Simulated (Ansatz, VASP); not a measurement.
BaTiO3: VASP beside Ansatz

```
Ba Ti O
1.0
     2.82737    1.63238    2.31839
    -2.82737    1.63238    2.31839
     0.00000   -3.26476    2.31839
Ba Ti O
1 1 3
Direct
  0.00000 0.00000 0.00000
  0.48450 0.48450 0.48450
  0.50860 0.50860 0.01750
  0.01750 0.50860 0.50860
  0.50860 0.01750 0.50860
```

Alike in both runs: task single point; functional PBEsol; k mesh 6 × 6 × 6; no spin polarisation; Hubbard terms Ti d U = 1.5 eV.

|  | VASP | Ansatz |
| --- | --- | --- |
| version | VASP 6.6.1 | Ansatz 0.2.0 |
| potentials or method | VASP PAW PBE potentials, release 64 (Ba_sv, Ti_sv, O) | plane waves, PAW |
| plane-wave cutoff (eV) | 520 | 420 |
| occupations | gaussian, width 0.01 eV | fixed |
| valence electrons in the cell | 40 | 40 |

|  | VASP | Ansatz | Ansatz less VASP |
| --- | --- | --- | --- |
| gap on the k mesh at the Fermi level (eV) | 2.48 | 2.52 | +0.043 |

VASP's potentials were made for PBE, not for PBEsol. The programs project onto different local orbitals, so the same U acts differently, and such runs can settle in different states.

Neither program's run includes spin-orbit coupling.
